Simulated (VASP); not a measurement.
## Si (a cell with a defect): single point with PBEsol

The system is Si (a cell with a defect).

```xyz
31
Lattice="-5.4338 5.4338 -5.4338 5.4338 -5.4338 -5.4338 -5.4338 -5.4338 5.4338" Properties=species:S:1:pos:R:3 pbc="T T T"
Si   -1.3552    1.3924   -6.8263
Si   -1.3585   -1.3585   -4.0754
Si   -4.0414   -4.1094    1.3617
Si   -1.3552   -4.1094   -1.3245
Si    1.3924   -1.3552   -1.3924
Si   -4.1094    1.3245   -4.0786
Si   -6.7923   -1.3585    1.3585
Si   -4.1094   -1.3617   -1.3924
Si   -1.3617    1.3924   -1.3245
Si   -1.3585   -1.3585    1.3585
Si   -4.1094   -4.0414   -4.0722
Si   -6.7955    1.3245   -1.3924
Si    1.3924   -1.3617   -6.7583
Si    1.3924   -4.0414   -4.0786
Si    1.3245   -6.7891   -1.3245
Si    2.8059   -2.6279   -5.3448
Si    2.7056   -5.4286   -2.7056
Si   -2.7221   -2.7283   -5.4452
Si    0.0052    0.0114   -5.4452
Si   -2.7283   -5.4225   -2.7117
Si    0.0052   -2.7283   -2.7056
Si   -0.0890   -5.5229    0.0890
Si   -2.7283    2.7056   -5.4391
Si   -5.5229   -2.6279   -2.8059
Si   -2.7221    0.0114   -2.7056
Si   -2.7283   -2.7221   -0.0114
Si    0.0114    0.0052   -0.0114
Si   -2.6279   -5.5229    2.6279
Si   -5.4225    2.7117   -2.7056
Si   -5.4225    0.0114   -0.0052
Si   -5.4225   -2.7283    2.7221
```

This cell differs from its parent crystal: atoms taken out, then relaxed in part.

- Program: VASP 6.6.1
- Task: single point
- Functional: PBEsol
- Potentials or basis: VASP PAW PBE potentials, release 64 (Si)
- Cutoff: 520 eV
- k mesh: 3 × 3 × 3
- Occupations: gaussian, width 0.02 eV
- Spin: collinear spin
- Starting moments: [0.0, 0.0, 0.0, 0.0, 0.0, 0.0, 0.0, 0.0, 0.0, 0.0, 0.0, 0.0, 0.0, 0.0, 0.0, 0.5, 0.0, 0.0, 0.0, 0.0, 0.0, 0.5, 0.0, 0.5, 0.0, 0.0, 0.0, 0.5, 0.0, 0.0, 0.0] μB
- Dipole correction: no
- Further INCAR settings: LREAL = Auto; ALGO = Fast; EDIFF = 1e-07; NBANDS = 87

The pressure is -1.7 GPa. The largest force is 0.041 eV/Å and the net moment is 0.67 μB per cell. The site moments are Si +0.00, +0.01, +0.04 (each value once) μB and the valence electrons inside the program's atomic spheres are Si 1.68, 1.62 (each value once).

Forces in eV/Å, atoms in the order of the input:
```
Si  -0.005 -0.012  0.012
Si   0.000  0.000  0.000
Si  -0.012  0.012 -0.005
Si  -0.005  0.012 -0.012
Si  -0.012 -0.005  0.012
Si   0.012  0.012  0.005
Si   0.000  0.000  0.000
Si   0.012  0.005  0.012
Si   0.005 -0.012 -0.012
Si   0.000  0.000  0.000
Si   0.012 -0.012 -0.005
Si   0.005  0.012  0.012
Si  -0.012  0.005 -0.012
Si  -0.012 -0.012  0.005
Si   0.012 -0.005 -0.012
Si   0.023  0.023  0.023
Si  -0.004  0.004  0.004
Si  -0.004 -0.004 -0.004
Si   0.004  0.004 -0.004
Si  -0.004  0.004  0.004
Si   0.004 -0.004  0.004
Si  -0.023 -0.023  0.023
Si  -0.004 -0.004 -0.004
Si  -0.023  0.023 -0.023
Si  -0.004  0.004  0.004
Si  -0.004 -0.004 -0.004
Si   0.004  0.004 -0.004
Si   0.023 -0.023 -0.023
Si   0.004 -0.004  0.004
Si   0.004  0.004 -0.004
Si   0.004 -0.004  0.004
```

Levels at points of the mesh, in eV from the Fermi level:
Spin up:
```
           k point  band 58  band 59  band 60  band 61  band 62  band 63  band 64  band 65  band 66  band 67
(0.00, 0.00, 0.00)    -1.34    -0.59    -0.59    -0.59     0.50     0.50     0.50     0.57     0.57     0.79
```
Spin down:
```csv
k point,band 59,band 60,band 61,band 62,band 63,band 64
"(0.00, 0.00, 0.00)",-0.55,-0.55,-0.55,0.55,0.55,0.55
```

It took 24 min on 1 thread of Oxide Virtual Turin-like Processor (shared host), peak memory 1 GiB.

Caveat: the cell differs from its parent crystal (atoms taken out, then relaxed in part); the PAW data sets were made with another functional, which shifts forces and pressure a little.
